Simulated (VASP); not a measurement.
TaAlMo3: single point with PBE

Crystal: TaAlMo3.

```xyz
5
Lattice="2.2663 1.3085 4.5408 -2.2663 1.3085 4.5408 0.0000 -2.6169 4.5408" Properties=species:S:1:pos:R:3 pbc="T T T"
Ta    0.0000    0.0000    1.3096
Al    0.0000    0.0000    6.8547
Mo    0.0000    0.0000   12.2603
Mo    0.0000    0.0000    4.0095
Mo    0.0000    0.0000    9.6306
```

```json
{
 "Program": "VASP 6.6.1",
 "Task": "single point",
 "Functional": "PBE",
 "Potentials or basis": "VASP PAW PBE potentials, release 64 (Ta_pv, Al, Mo_sv)",
 "Cutoff": "520 eV",
 "k mesh": "12 × 12 × 12",
 "Occupations": "gaussian, width 0.1 eV",
 "Spin": "no spin polarisation"
}
```

```
Pressure               : 0.3 GPa
Largest force          : 0.013 eV/Å
Band gap on the k mesh : zero (band 28 reaches 10.94 eV, above the bottom of band 29 at 9.58 eV)
```

Forces on the atoms (eV/Å):
```
Ta   0.000  0.000  0.009
Al   0.000  0.000 -0.002
Mo   0.000  0.000 -0.003
Mo   0.000  0.000  0.009
Mo   0.000  0.000 -0.013
```

Levels at points of the mesh, in eV from the Fermi level:
```tsv
k point	band 24	band 25	band 26	band 27	band 28	band 29	band 30	band 31	band 32	band 33
(0.00, 0.00, 0.00)	-1.81	-1.59	-1.59	-1.27	-0.58	0.95	0.95	2.43	2.43	2.67
(0.50, 0.00, 0.00)	-1.64	-1.55	-1.36	-0.81	0.27	0.28	0.62	1.45	1.88	2.02
(0.50, 0.50, 0.00)	-1.77	-1.33	-0.99	-0.47	-0.41	-0.08	1.57	1.70	2.05	2.49
(0.50, 0.50, 0.50)	-1.82	-1.82	-1.19	-1.19	1.08	1.08	1.84	1.84	1.90	3.21
```

Wall time 7 min on 1 thread of Intel(R) Xeon(R) 6975P-C (Granite Rapids) (shared host), peak memory 0.61 GiB.

Caveat: spin-orbit coupling is left out, which moves the levels of the heavy elements.
